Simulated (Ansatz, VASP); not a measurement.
**One calculation of MoS2, two programs**

```
CELL_PARAMETERS angstrom
6.30590 0.00000 0.00000
-3.15295 5.46107 0.00000
0.00000 0.00000 21.12723
ATOMIC_POSITIONS crystal
S 0.66667 0.33333 0.37866
S 0.66667 0.83333 0.37866
S 0.16667 0.33333 0.37866
S 0.16667 0.83333 0.37866
S 0.66769 0.33231 0.52806
S 0.66769 0.83537 0.52806
S 0.16463 0.33231 0.52806
S 0.16667 0.83333 0.52690
Mo 0.33114 0.16228 0.45348
Mo 0.33114 0.66886 0.45348
Mo 0.83333 0.16667 0.45295
Mo 0.83772 0.66886 0.45348
```

Alike in both runs: task single point; functional PBE; dispersion D3(BJ); k mesh 3 × 3 × 1; occupations gaussian, width 0.05 eV; no spin polarisation.

|  | VASP | Ansatz |
| --- | --- | --- |
| version | VASP 6.6.1 | Ansatz 0.2.0 |
| potentials or method | VASP PAW PBE potentials, release 64 (S, Mo_sv), cutoff 520 eV | scalar-relativistic, plane waves, PAW |
| valence electrons in the cell | 104 | 104 |

```tsv
	VASP	Ansatz	Ansatz less VASP
gap on the k mesh at the Fermi level (eV)	1.72	1.71	-0.003
least direct gap on the mesh (eV)	1.72	1.71	-0.003
rms of the force components (eV/Å)	0.270	0.269	-0.0008
```
